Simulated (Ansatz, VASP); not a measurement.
SnH in VASP and in Ansatz

INCAR

```
PREC = Accurate
ENCUT = 520
EDIFF = 1E-6
ISMEAR = 0
SIGMA = 0.1
LREAL = F
LASPH = T
NELM = 60
ALGO = Normal
ISIF = 2
LWAVE = F
LCHARG = F
GGA = PE
NBANDS = 14
```

KPOINTS

```
Automatic mesh
0
Gamma
  18 18 18
```

Contents of POSCAR:

```
SnH
1.0
    3.1322179304      0.0000000000      0.0000000000
    0.0000000000      3.1322179304      0.0000000000
    0.0000000000      0.0000000000      3.1322179304
Sn H
1 1
Direct
    0.0000000000      0.0000000000      0.0000000000
    0.5000000000      0.5000000000      0.5000000000
```

Input for Ansatz:

```yaml
crystal:
  lattice:
    - [3.1322179304, 0.0, 0.0]
    - [0.0, 3.1322179304, 0.0]
    - [0.0, 0.0, 3.1322179304]
  atoms:
    - { symbol: Sn, position: [0.0, 0.0, 0.0] }
    - { symbol: H, position: [0.5, 0.5, 0.5] }
basis:
  ecutwfc: 420
kpoints:
  mp_grid: { grid: [18, 18, 18] }
  band_path:
    path:
      - [[0.0, 0.0, 0.0], [0.0, 0.5, 0.0], [0.5, 0.5, 0.0], [0.0, 0.0, 0.0], [0.5, 0.5, 0.5], [0.0, 0.5, 0.0]]
      - [[0.5, 0.5, 0.5], [0.5, 0.5, 0.0]]
    npoints: 14
hamiltonian:
  xc: pbe
scf:
  occupations: { method: gaussian, width: 0.1 }
  n_extra_bands: 6
output:
  forces: true
  stress: true
  eigenvalues: true
  populations: true
  dos: { projected: true, de: 0.02, nscf_kmesh: { grid: [22, 22, 22] } }
  bader: true
  write_density: true
  write_potential: true
  elf: true
  volumetric_format: npy
```

Alike in both runs: task single point; functional PBE; k mesh 18 × 18 × 18; occupations gaussian, width 0.1 eV; no spin polarisation.

|  | VASP | Ansatz |
| --- | --- | --- |
| version | VASP 6.6.1 | Ansatz 0.2.0 |
| potentials or method | VASP PAW PBE potentials, release 64 (Sn_d, H), cutoff 520 eV | scalar-relativistic, plane waves, PAW |
| valence electrons in the cell | 15 | 15 |

Ansatz gave:

| Quantity | Value |
| --- | --- |
| gap on the k mesh at the Fermi level (eV) | none |
| pressure (GPa) | 0.0 |

Q: What did VASP give for the same quantities?

A: gap on the k mesh at the Fermi level (eV): none; pressure (GPa): -0.1.

A gap of «none» marks a metal or a gap that the smearing closes.
